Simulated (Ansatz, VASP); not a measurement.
One calculation of Se, two programs

File INCAR:

```
SYSTEM = Se
PREC     = Accurate       ! precision mode
ENCUT    = 520            ! plane-wave cutoff, eV
EDIFF    = 1E-7           ! SCF threshold, eV
ISMEAR   = -1             ! smearing method
SIGMA    = 0.02           ! smearing width, eV
LREAL    = .FALSE.        ! projectors in reciprocal space
LASPH    = .TRUE.         ! aspherical terms in the spheres
NELM     = 80             ! most SCF steps
ALGO     = Normal         ! electronic algorithm
ISIF     = 2              ! what is computed and relaxed
LWAVE    = .FALSE.        ! write WAVECAR
LCHARG   = .FALSE.        ! write CHGCAR
GGA      = PS             ! functional
NBANDS   = 16             ! bands
```

File KPOINTS:

```
regular mesh
0
G
  9 9 7
  0 0 0
```

File POSCAR:

```
Se
1.0
    4.5048207049      0.0000000000      0.0000000000
   -2.2524103524      3.9012891699      0.0000000000
    0.0000000000      0.0000000000      4.9787963167
Se
3
Direct
    0.2178929800      0.0000000000      0.3534185059
    0.0000000000      0.2178929800      0.6666666700
    0.7821070200      0.7821070200      0.0000000000
```

Input for Ansatz:

```yaml
crystal:
  lattice:
    - [4.5048207049, 0.0, 0.0]
    - [-2.2524103524, 3.9012891699, 0.0]
    - [0.0, 0.0, 4.9787963167]
  atoms:
    - { symbol: Se, position: [0.21789298, 0.0, 0.3534185059] }
    - { symbol: Se, position: [0.0, 0.21789298, 0.66666667] }
    - { symbol: Se, position: [0.78210702, 0.78210702, 0.0] }
hamiltonian:
  xc: pbesol
  pseudopotentials: { kind: all_electron, lapw: { muffin_tin_radii: { Se: 1.111 } } }
kpoints:
  mp_grid: { grid: [9, 9, 7] }
scf:
  occupations: { method: fermi_dirac, width: 0.02 }
  convergence: { dr2_threshold: 1.0e-09 }
output:
  eigenvalues: true
  forces: true
  stress: true
basis:
  ecutwfc: 400
```

Alike in both runs: task single point; functional PBEsol; k mesh 9 × 9 × 7; occupations fermi-dirac, width 0.02 eV; no spin polarisation.

```csv
,VASP,Ansatz
version,VASP 6.6.1,Ansatz 0.2.0
potentials or method,"VASP PAW PBE potentials, release 64 (Se), cutoff 520 eV","all-electron LAPW, scalar-relativistic"
```

|  | VASP | Ansatz | Ansatz less VASP |
| --- | --- | --- | --- |
| gap on the k mesh at the Fermi level (eV) | 0.96 | 0.97 | +0.010 |
| least direct gap on the mesh (eV) | 1.25 | 1.27 | +0.017 |
| pressure (GPa) | -0.4 | -0.6 | -0.18 |
| traceless stress, the component that is largest in VASP (GPa) | -2.17 | -2.13 | +0.041 |
| rms of the force components (eV/Å) | 0.414 | 0.397 | -0.0174 |

VASP's potentials were made for PBE, not for PBEsol. Atom by atom the forces differ by 0.030 eV/Å (rms over components). Ansatz ran all-electron here, and VASP with PAW potentials.
